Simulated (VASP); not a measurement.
A run of VASP 6.6.1 is set up as follows.

The input INCAR:

```
PREC = Accurate
ENCUT = 520
EDIFF = 1E-6
ISMEAR = -1
SIGMA = 0.02
LREAL = F
LASPH = T
NELM = 100
ALGO = Normal
ISIF = 2
LWAVE = F
LCHARG = F
GGA = PE
NBANDS = 39
```

Contents of KPOINTS:

```
Automatic mesh
0
Gamma
  4 4 4
```

Contents of POSCAR:

```
Cs2PbI2Cl2
1.0
   -2.8477935079      2.8477935079      9.6075225505
    2.8477935079     -2.8477935079      9.6075225505
    2.8477935079      2.8477935079     -9.6075225505
Cs Pb I Cl
2 1 2 2
Direct
    0.3660346840      0.3631359485     -0.0088068183
    0.6361976585      0.6230455462     -0.0047080310
   -0.0076328649      0.0016358899     -0.0043617980
    0.1733348842      0.1693268689      0.0096495760
    0.8324012281      0.8364684121      0.0088242002
    0.5000385456     -0.0066690145      0.4920042468
    0.0061049437      0.5100308766      0.5048466457
```

Potentials or basis: VASP PAW PBE potentials, release 64 (Cs_sv, Pb_d, I, Cl).

The run is started by

```sh
$ cat potpaw_PBE.64/Cs_sv/POTCAR potpaw_PBE.64/Pb_d/POTCAR potpaw_PBE.64/I/POTCAR potpaw_PBE.64/Cl/POTCAR > POTCAR
$ mpirun -np 1 vasp_std > vasp.out
```

Problem. What does it give for the largest force?

Solution. 0.099 eV/Å.

Problem. Predict the pressure.

Solution. 0.5 GPa.

Problem. What does it give for the band gap on the k mesh?

Solution. 2.49 eV.

Stress tensor (GPa, compression positive):
```
 0.57  0.00  0.01
 0.00  0.61 -0.02
 0.01 -0.02  0.42
```

Caveat: the atoms stand as in a frame of molecular dynamics; spin-orbit coupling is left out, which moves the levels of the heavy elements. A k mesh can miss the band edges.
